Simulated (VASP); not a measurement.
Set up this calculation in VASP 6.6.1, as the native input.

| Quantity | Value |
| --- | --- |
| Task | electric field gradients |
| Functional | LDA |
| Potentials or basis | VASP PAW LDA potentials, release 64 (Y_sv, S) |
| Cutoff | 520 eV |
| k mesh | 8 × 8 × 8 |
| Occupations | fermi-dirac, width 0.01 eV |
| Spin | no spin polarisation |
| Dipole correction | no |
| Further INCAR settings | ALGO = Normal; EDIFF = 1e-08; NBANDS = 16 |

The structure of YS lies in POSCAR:

```
YS
1.0
    0.0000000000      2.7436500000      2.7985230000
    2.7436500000      0.0000000000      2.7985230000
    2.7436500000      2.7436500000      0.0000000000
Y S
1 1
Direct
    0.5000000000      0.5000000000      0.5000000000
    0.0000000000      0.0000000000      0.0000000000
```

This cell differs from its parent crystal: zz strain of +2 %.

These files were run (other wordings do the same):

INCAR

```
SYSTEM = YS
PREC     = Accurate       ! precision mode
ENCUT    = 520            ! plane-wave cutoff, eV
EDIFF    = 1E-8           ! SCF threshold, eV
ISMEAR   = -1             ! smearing method
SIGMA    = 0.01           ! smearing width, eV
LREAL    = .False.        ! projectors in reciprocal space
LASPH    = .True.         ! aspherical terms in the spheres
NELM     = 60             ! most SCF steps
ALGO     = Normal         ! electronic algorithm
ISIF     = 2              ! what is computed and relaxed
LWAVE    = .False.        ! write WAVECAR
LCHARG   = .False.        ! write CHGCAR
LEFG     = .True.       
NBANDS   = 16             ! bands
```

KPOINTS

```
regular mesh
0
Gamma
  8 8 8
  0 0 0
```

Potentials or basis: VASP PAW LDA potentials, release 64 (Y_sv, S).

Launch:

```bash
$ cat potpaw_LDA.64/Y_sv/POTCAR potpaw_LDA.64/S/POTCAR > POTCAR
$ mpirun -np 1 vasp_std > vasp.out
```

It gave:

```yaml
Pressure: -5.4 GPa
Band_gap_on_the_k_mesh: zero (an odd number of electrons rules out a gap without spin polarisation)
Largest_electric_field_gradient_by_atom: Y +20.5; S +8.6 V/Å²
```

Caveat: the cell differs from its parent crystal (zz strain of +2 %); the cell stands under tension; without QUAD_EFG the Cq values of the log hold for a quadrupole moment of 1 mb, not for the nuclei.

Wall time 87 s on 1 thread of Intel(R) Xeon(R) Platinum 8259CL CPU @ 2.50GHz (Skylake/Cascade Lake), on a shared host, peak memory 0.19 GiB.
